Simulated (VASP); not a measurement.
# Mo (Fmmm) in VASP: a series of runs

Runs on Mo. Level: PBEsol. Tasks: single point.

Everything below comes from runs of VASP 6.6.1. Logs are shortened: lines on timing, memory, paths and dates and some standing lists are left out, and cuts for length are marked.

## Step 1: The cell of the first run

It takes space group Fmmm (No. 69, orthorhombic). The conventional cell has a = 3.129 Å, b = 4.414 Å, c = 4.437 Å, α = 90.00°, β = 90.00°, γ = 90.00°. Mo (site symmetry mmm) has 14 Mo at 2.71 to 3.13 Å within 3.6 Å.

## Step 2: Single point, PBEsol (strain +0.0050 x Voigt [0, 0, 0, 0, 1, 0])

INCAR

```
  PREC = Accurate
  ENCUT = 520
  EDIFF = 1E-6
  ISMEAR = 0
  SIGMA = 0.15
  LREAL = F
  LASPH = T
  NELM = 100
  ALGO = Fast
  ISIF = 2
  LWAVE = F
  LCHARG = F
  GGA = PS
  NBANDS = 13
```

KPOINTS

```
Automatic mesh
0
Gamma
  26 26 26
```

POSCAR

```
Mo
1.0
   -1.5607417935      1.5646534271      1.5607417935
    1.5685650607     -1.5646534271      1.5685650607
    1.5607417935      1.5646534271     -1.5607417935
Mo
1
Direct
    0.0000000000      0.0000000000      0.0000000000
```

Potentials or basis: VASP PAW PBE potentials, release 64 (Mo_sv).

On the command line:

```console
$ cat potpaw_PBE.64/Mo_sv/POTCAR > POTCAR
$ mpirun -np 1 vasp_std > vasp.out
```

OUTCAR:

```text
PREC = Accurate
   ENCUT = 520
   EDIFF = 1E-6
   ISMEAR = 0
   LREAL = F
   LASPH = T
   NELM = 100
   ISIF = 2
   GGA = PS

 ion  position               nearest neighbor table
   1  0.000  0.000  0.000-

  LATTYP: Found a face centered orthorhombic cell.
 ALAT       =     3.1293068542
 B/A-ratio  =     1.4106780284
 C/A-ratio  =     1.4177490963

  Lattice vectors:

 A1 = (  -0.0078232672,   0.0000000000,  -3.1293068542)
 A2 = (  -1.5685650607,   1.5646534271,  -1.5685650607)
 A3 = (   1.5607417935,   1.5646534271,  -1.5607417935)

Analysis of symmetry for initial positions (statically):
=====================================================================
 Subroutine PRICEL returns:
 Original cell was already a primitive cell.

 Routine SETGRP: Setting up the symmetry group for a
 face centered orthorhombic supercell.

 Subroutine GETGRP returns: Found  8 space group operations
 (whereof  8 operations were pure point group operations)
 out of a pool of  8 trial point group operations.

The static configuration has the point symmetry D_2h.

Analysis of symmetry for dynamics (positions and initial velocities):
=====================================================================
 Subroutine PRICEL returns:
 Original cell was already a primitive cell.

 Routine SETGRP: Setting up the symmetry group for a
 face centered orthorhombic supercell.

 Subroutine GETGRP returns: Found  8 space group operations
 (whereof  8 operations were pure point group operations)
 out of a pool of  8 trial point group operations.

The dynamic configuration has the point symmetry D_2h.

 Subroutine INISYM returns: Found  8 space group operations
 (whereof  8 operations are pure point group operations),
 and found     1 'primitive' translations

----------------------------------------------------------------------------------------

                                     Primitive cell

  volume of cell :      15.3219

  direct lattice vectors                    reciprocal lattice vectors
    -1.560741794  1.564653427  1.560741794    -0.000798904  0.319559585  0.319561582
     1.568565061 -1.564653427  1.568565061     0.318762678  0.000000000  0.318762678
     1.560741794  1.564653427 -1.560741794     0.319561582  0.319559585 -0.000798904

  length of vectors
     2.705544352  2.714577876  2.705544352     0.451927618  0.450798503  0.451927618

  position of ions in fractional coordinates (direct lattice)
     0.000000000  0.000000000  0.000000000

  ion indices of the primitive-cell ions
   primitive index   ion index
                 1           1

----------------------------------------------------------------------------------------

 KPOINTS: Automatic mesh

Automatic generation of k-mesh.
 Grid dimensions read from file:
 generate k-points for:   26   26   26

 Generating k-lattice:

  Cartesian coordinates                     Fractional coordinates (reciprocal lattice)
    -0.000030727  0.012290753  0.012290830     0.038461538  0.000000000  0.000000000
     0.012260103  0.000000000  0.012260103     0.000000000  0.038461538  0.000000000
     0.012290830  0.012290753 -0.000030727    -0.000000000 -0.000000000  0.038461538

  Length of vectors
     0.017381831  0.017338404  0.017381831

  Shift w.r.t. Gamma in fractional coordinates (k-lattice)
     0.000000000  0.000000000  0.000000000

 Subroutine IBZKPT returns following result:
 ===========================================

 Found   2471 irreducible k-points:

 Following reciprocal coordinates:
            Coordinates               Weight
  0.000000  0.000000  0.000000      1.000000
  0.038462  0.000000  0.000000      8.000000
  0.076923  0.000000  0.000000      8.000000
  0.115385 -0.000000  0.000000      8.000000
  0.153846  0.000000  0.000000      8.000000
  0.192308  0.000000  0.000000      8.000000
[... 16 lines left out ...]
  0.307692  0.038462  0.000000      8.000000
  0.346154  0.038462  0.000000      8.000000
 [... further k-points ...]
   k-points           NKPTS =   2471   k-points in BZ     NKDIM =   2471   number of bands    NBANDS=     13
   number of dos      NEDOS =    301   number of ions     NIONS =      1
   total plane-waves  NPLWV =   8000
   dimension x,y,z NGX =    20 NGY =   20 NGZ =   20
   dimension x,y,z NGXF=    40 NGYF=   40 NGZF=   40
   ions per type =               1
   NGX,Y,Z   is equivalent  to a cutoff of  12.29, 12.25, 12.29 a.u.
   NGXF,Y,Z  is equivalent  to a cutoff of  24.58, 24.50, 24.58 a.u.
 SYSTEM =  unknown system
   PREC   = accura    normal or accurate (medium, high low for compatibility)
   ISTART =      0    job   : 0-new  1-cont  2-samecut
   ICHARG =      2    charge: 1-file 2-atom 10-const
   ISPIN  =      1    spin polarized calculation?
   LNONCOLLINEAR =      F non collinear calculations
   LSORBIT =      F    spin-orbit coupling
   LASPH  =      T    aspherical Exc in radial PAW
   ENCUT  =  520.0 eV  38.22 Ry    6.18 a.u.   5.03  5.05  5.03*2*pi/ulx,y,z
   NELM   =    100;   NELMIN=  2; NELMDL= -5     # of ELM steps
   EDIFF  = 0.1E-05   stopping-criterion for ELM
   LREAL  =      F    real-space projection
   EDIFFG = 0.1E-04   stopping-criterion for IOM
   NSW    =      0    number of steps for IOM
   IBRION =     -1    ionic relax: 0-MD 1-quasi-New 2-CG
   NFREE  =      0    steps in history (QN), initial steepest desc. (CG)
   ISIF   =      2    stress and relaxation
   ISYM   =      2    0-nonsym 1-usesym 2-fastsym
   POTIM  = 0.5000    time-step for ionic-motion
   TEBEG  =    0.0;   TEEND  =   0.0 temperature during run
   PSTRESS=    0.0 pullay stress
   NELECT =      14.0000    total number of electrons
   NUPDOWN=      -1.0000    fix difference up-down
   EMIN   =  10.00;   EMAX   =-10.00  energy-range for DOS
   EFERMI =   0.00;   METHOD = LEGACY
   ISMEAR =     0;   SIGMA  =   0.15  broadening in eV -4-tet -1-fermi 0-gaus
   EFERMI_NEDOS =   21; number of points for ismear=-14 and -15
   IALGO  =     68    algorithm
   IMIX   =      4    mixing-type and parameters
     AMIX     =   0.40;   BMIX     =  1.00
     AMIX_MAG =   1.60;   BMIX_MAG =  1.00
  volume/ion in A,a.u.               =      15.32       103.40
  Fermi-wavevector in a.u.,A,eV,Ry     =   1.588596  3.002012 34.336190  2.523639
  Thomas-Fermi vector in A             =   2.687576
   LORBIT       =      0    0 simple, 1 ext, 2 COOP (PROOUT), +10 PAW based schemes
   GGA     = PS    functional components
   LHFCALC =     F    Hartree Fock is set to
   AEXX    =    0.0000 exact exchange contribution
   IVDW    =     0    specifies the selected vdW correction
   LEPSILON=     F    determine dielectric tensor
   LRPA    =     F    only Hartree local field effects (RPA)
 non-spin polarized calculation
 RMM-DIIS sequential band-by-band and
 Gauss-broadening in eV      SIGMA  =   0.15
  energy-cutoff  :      520.00
  volume of cell :       15.32
 maximum number of plane-waves:       426
   NGX =  9   NGY =  9   NGZ =  9

 number of electron      13.9999998 magnetization

 Free energy of the ion-electron system (eV)
  ---------------------------------------------------
  ext. energy  EPLUGINS =         0.00000000
  ---------------------------------------------------
  free energy    TOTEN  =       -11.78176078 eV

  energy without entropy =      -11.77534855  energy(sigma->0) =      -11.77855467

 E-fermi :  12.7777     XC(G=0): -13.6420

 val. band max:       12.7764880262   @ k =  -0.3077   0.1923   0.1923
 cond. band min:      12.7783753179   @ k =   0.1923  -0.3077   0.1923
 fundamental gap:      0.0018872918
 Fermi energy:        12.7777200900

 k-point     1 :       0.0000    0.0000    0.0000
  band No.  band energies     occupation
      1     -48.4072      2.00000
      2     -21.6538      2.00000
      3     -21.6462      2.00000
      4     -21.6387      2.00000
      5       5.4388      2.00000
      6      11.3431      2.00000
      7      11.3835      2.00000
      8      11.4253      2.00000
      9      14.4734      0.00000
     10      14.4742      0.00000
     11      27.5825      0.00000
     12      27.6268      0.00000
     13      27.6711      0.00000

 k-point     2 :       0.0385    0.0000    0.0000
  band No.  band energies     occupation
      1     -48.4031      2.00000
      2     -21.6713      2.00000
      3     -21.6550      2.00000
      4     -21.6433      2.00000
      5       5.5067      2.00000
      6      11.3269      2.00000
      7      11.3850      2.00000
      8      11.4586      2.00000
      9      14.4131      0.00000
     10      14.4747      0.00000
     11      27.6650      0.00000
     12      27.7336      0.00000
     13      27.7912      0.00000

 k-point     3 :       0.0769    0.0000    0.0000
  band No.  band energies     occupation
      1     -48.3910      2.00000
      2     -21.7389      2.00000
      3     -21.6753      2.00000
      4     -21.6459      2.00000
      5       5.7056      2.00000
      6      11.2267      2.00000
      7      11.3590      2.00000
      8      11.6394      2.00000
      9      14.2564      0.00000
     10      14.4781      0.00000
     11      27.8218      0.00000
     12      28.0745      0.00000
     13      28.1696      0.00000

 k-point     4 :       0.1154   -0.0000    0.0000
  band No.  band energies     occupation
      1     -48.3716      2.00000
      2     -21.8480      2.00000
      3     -21.7087      2.00000
      4     -21.6473      2.00000
      5       6.0207      2.00000
      6      11.0557      2.00000
      7      11.3077      2.00000
      8      11.9492      2.00000
      9      14.0660      0.00000
     10      14.4879      0.00000
     11      28.0174      0.00000
     12      28.6225      0.00000
     13      28.7117      0.00000

 k-point     5 :       0.1538    0.0000    0.0000
  band No.  band energies     occupation
      1     -48.3459      2.00000
      2     -21.9900      2.00000
      3     -21.7527      2.00000
      4     -21.6487      2.00000
      5       6.4233      2.00000
      6      10.8377      2.00000
      7      11.2256      2.00000
      8      12.3759      1.99985
      9      13.9146      0.00000
     10      14.5090      0.00000
     11      28.1721      0.00000
     12      29.2383      0.00000
     13      29.3685      0.00000
[... 257 lines left out ...]
 k-point    22 :       0.2692    0.0385    0.0000
  band No.  band energies     occupation
      1     -48.2280      2.00000
      2     -22.6035      2.00000
      3     -21.9486      2.00000
      4     -21.6630      2.00000
      5       7.6744      2.00000
      6       9.9781      2.00000
      7      11.3829      2.00000
      8      14.0139      0.00000
      9      14.7117      0.00000
     10      14.7890      0.00000
     11      27.1436      0.00000
     12      28.5061      0.00000
     13      32.9186      0.00000

 k-point    23 :       0.3077    0.0385    0.0000
  band No.  band energies     occupation
      1     -48.1953      2.00000
      2     -22.7653      2.00000
      3     -22.0030      2.00000
      4     -21.6647      2.00000
      5       7.7006      2.00000
      6       9.7652      2.00000
      7      11.8799      2.00000
      8      14.1980      0.00000
      9      14.8895      0.00000
     10      15.4805      0.00000
     11      26.4960      0.00000
     12      27.6221      0.00000
     13      33.8653      0.00000

 k-point    24 :       0.3462    0.0385    0.0000
  band No.  band energies     occupation
      1     -48.1664      2.00000
      2     -22.9060      2.00000
      3     -22.0505      2.00000
      4     -21.6662      2.00000
      5       7.6232      2.00000
      6       9.5858      2.00000
      7      12.5111      1.98805
      8      14.3836      0.00000
      9      15.0010      0.00000
     10      16.2429      0.00000
     11      25.8881      0.00000
     12      26.6903      0.00000
     13      32.6722      0.00000

 [... further k-points ...]

------------------------ aborting loop because EDIFF is reached ----------------------------------------

  FORCE on cell =-STRESS in cart. coord.  units (eV):
  Direction    XX          YY          ZZ          XY          YZ          ZX
  --------------------------------------------------------------------------------------
  -------------------------------------------------------------------------------------
  Total        0.0641262      0.0642926      0.0641262      0.0000000     -0.0000000     -0.0507563
  in kB        6.7055504      6.7229526      6.7055504      0.0000000     -0.0000000     -5.3074872
  external PRESSURE =       6.7113511 kB  Pullay stress =       0.0000000 kB

 VOLUME and BASIS-vectors are now :
 -----------------------------------------------------------------------------
  energy-cutoff  :      520.00
  volume of cell :       15.32
      direct lattice vectors                 reciprocal lattice vectors
    -1.560741794  1.564653427  1.560741794    -0.000798904  0.319559585  0.319561582
     1.568565061 -1.564653427  1.568565061     0.318762678  0.000000000  0.318762678
     1.560741794  1.564653427 -1.560741794     0.319561582  0.319559585 -0.000798904

 POSITION                                       TOTAL-FORCE (eV/Angst)
 -----------------------------------------------------------------------------------
      0.00000      0.00000      0.00000         0.000000     -0.000000     -0.000000
 -----------------------------------------------------------------------------------
    total drift:                                0.000000      0.000000      0.000000

  FREE ENERGIE OF THE ION-ELECTRON SYSTEM (eV)
  ---------------------------------------------------
  free  energy   TOTEN  =       -11.7817607776 eV

  energy  without entropy=      -11.7753485534  energy(sigma->0) =      -11.77855467
```

Run time: 2.7 min. Hardware: 1 thread of Intel Xeon 6975P-C (Granite Rapids), shared host; peak memory 0.53 GiB.

Results:

| Item | Value |
| --- | --- |
| Free energy | -11.7818 eV |
| Pressure | 0.7 GPa |
| Band gap on the k mesh | zero (bands 7 and 8 overlap by 5.46 eV) |

Stress tensor (GPa, compression positive):
```
 0.67  0.00 -0.53
 0.00  0.67  0.00
-0.53  0.00  0.67
```

Caveat: the cell differs from its parent crystal (strain +0.0050 x Voigt [0, 0, 0, 0, 1, 0]); the PAW data sets were made with another functional, which shifts forces and pressure a little.

## Step 3: Single point, PBEsol (strain +0.0175 x Voigt [0, 0, 0, 0, 1, 0])

INCAR

```
SYSTEM = Mo
PREC     = Accurate       ! precision mode
ENCUT    = 520            ! plane-wave cutoff, eV
EDIFF    = 1E-7           ! SCF threshold, eV
ISMEAR   = 0              ! smearing method
SIGMA    = 0.15           ! smearing width, eV
LREAL    = .FALSE.        ! projectors in reciprocal space
LASPH    = .TRUE.         ! aspherical terms in the spheres
NELM     = 100            ! most SCF steps
ALGO     = Fast           ! electronic algorithm
ISIF     = 2              ! what is computed and relaxed
LWAVE    = .FALSE.        ! write WAVECAR
LCHARG   = .FALSE.        ! write CHGCAR
GGA      = PS             ! functional
NBANDS   = 13             ! bands
```

KPOINTS

```
Automatic mesh
0
G
  26 26 26
  0 0 0
```

POSCAR

```
Mo
1.0
   -1.5509627096      1.5646534271      1.5509627096
    1.5783441446     -1.5646534271      1.5783441446
    1.5509627096      1.5646534271     -1.5509627096
Mo
1
Direct
    0.0000000000      0.0000000000      0.0000000000
```

Potentials or basis: VASP PAW PBE potentials, release 64 (Mo_sv).

On the command line:

```console
$ cat potpaw_PBE.64/Mo_sv/POTCAR > POTCAR
$ mpirun -np 1 vasp_std > vasp.out
```

Wall time 2.6 min (1 thread of Intel Xeon 6975P-C (Granite Rapids), shared host); peak memory 0.53 GiB.

The run converged. Its results:

```yaml
Free_energy: -11.7803 eV
Pressure: 0.7 GPa
Band_gap_on_the_k_mesh: zero (bands 7 and 8 overlap by 5.27 eV)
```

Stress tensor (GPa, compression positive):
```
 0.72  0.00 -1.88
 0.00  0.74  0.00
-1.88  0.00  0.72
```

Levels at points of the mesh, in eV from the Fermi level:
```
           k point  band 3  band 4  band 5  band 6  band 7  band 8  band 9  band 10  band 11  band 12
(0.00, 0.00, 0.00)  -34.42  -34.40   -7.34   -1.54   -1.40   -1.25    1.70     1.70    14.69    14.85
(0.50, 0.00, 0.00)  -34.90  -34.44   -5.46   -3.50    1.69    1.74    2.39     4.93    11.96    11.98
(0.00, 0.50, 0.00)  -34.87  -34.42   -5.45   -3.55    1.55    1.83    2.51     4.84    11.74    12.12
(0.50, 0.00, 0.50)  -34.94  -34.46   -5.48   -3.45    1.66    1.84    2.26     5.04    11.85    12.17
(0.50, 0.50, 0.50)  -35.46  -35.42   -5.62   -5.61    3.97    4.13    4.30     9.07     9.19     9.31
```

Caveat: the cell differs from its parent crystal (strain +0.0175 x Voigt [0, 0, 0, 0, 1, 0]); the PAW data sets were made with another functional, which shifts forces and pressure a little.

## Step 4: Single point, PBEsol (strain +0.0125 x Voigt [0, 0, 0, 0, 1, 0])

INCAR

```
SYSTEM = Mo
ALGO     = Fast           ! electronic algorithm
EDIFF    = 1E-7           ! SCF threshold, eV
ENCUT    = 520            ! plane-wave cutoff, eV
GGA      = PS             ! functional
ISIF     = 2              ! what is computed and relaxed
ISMEAR   = 0              ! smearing method
LASPH    = .TRUE.         ! aspherical terms in the spheres
LCHARG   = .TRUE.         ! write CHGCAR
LELF     = .TRUE.         ! ELF
LREAL    = .FALSE.        ! projectors in reciprocal space
LVHAR    = .TRUE.       
LWAVE    = .FALSE.        ! write WAVECAR
NBANDS   = 13             ! bands
NELM     = 100            ! most SCF steps
PREC     = Accurate       ! precision mode
SIGMA    = 0.15           ! smearing width, eV
```

KPOINTS

```
k-points
0
G
  26 26 26
  0 0 0
```

POSCAR

```
Mo
1.0
   -1.5548743432      1.5646534271      1.5548743432
    1.5744325110     -1.5646534271      1.5744325110
    1.5548743432      1.5646534271     -1.5548743432
Mo
1
Direct
    0.0000000000      0.0000000000      0.0000000000
```

On the command line:

```console
$ cat potpaw_PBE.64/Mo_sv/POTCAR > POTCAR
$ mpirun -np 1 vasp_std > vasp.out
```

It took 2.6 min on 1 thread of Intel Xeon 6975P-C (Granite Rapids), shared host; peak memory 0.53 GiB.

It converged, with:

| Quantity | Value |
| --- | --- |
| Free energy | -11.7811 eV |
| Pressure | 0.7 GPa |
| Band gap on the k mesh | zero (bands 7 and 8 overlap by 5.35 eV) |

Stress tensor (GPa, compression positive):
```
 0.69  0.00 -1.34
 0.00  0.70  0.00
-1.34  0.00  0.69
```

Levels at points of the mesh, in eV from the Fermi level:
```tsv
k point	band 5	band 6	band 7	band 8	band 9	band 10
(0.00, 0.00, 0.00)	-7.34	-1.50	-1.40	-1.29	1.70	1.70
(0.50, 0.00, 0.00)	-5.46	-3.50	1.69	1.74	2.39	4.93
(0.00, 0.50, 0.00)	-5.45	-3.53	1.59	1.81	2.47	4.86
(0.50, 0.00, 0.50)	-5.47	-3.47	1.68	1.80	2.30	5.01
(0.50, 0.50, 0.50)	-5.62	-5.61	4.02	4.14	4.26	9.11
```

Caveat: the cell differs from its parent crystal (strain +0.0125 x Voigt [0, 0, 0, 0, 1, 0]); the PAW data sets were made with another functional, which shifts forces and pressure a little.

## Step 5: Overview

| cell | further INCAR settings | gap on the mesh (eV) | pressure (GPa) |
| --- | --- | --- | --- |
| a = 2.706, b = 2.715 Å, angles 109.5, 109.3, 109.5°, 1 atom | ALGO = Fast; EDIFF = 1e-06; NBANDS = 13 | none | 0.7 |
| a = 2.694, b = 2.726 Å, angles 109.5, 109.0, 109.5°, 1 atom | ALGO = Fast; EDIFF = 1e-07; NBANDS = 13 | none | 0.7 |
| a = 2.699, b = 2.721 Å, angles 109.5, 109.1, 109.5°, 1 atom | ALGO = Fast; EDIFF = 1e-07; NBANDS = 13 | none | 0.7 |

Alike in all rows: task single point; level PBEsol; potentials or basis VASP PAW PBE potentials, release 64 (Mo_sv); no spin polarisation; k mesh 26 × 26 × 26; cutoff (eV) 520; smearing gaussian 0.15 eV.

Caveats: the PAW data sets were made with another functional, which shifts forces and pressure a little.

Total energies depend on the potentials used, so only differences within one code and one set of settings carry meaning.
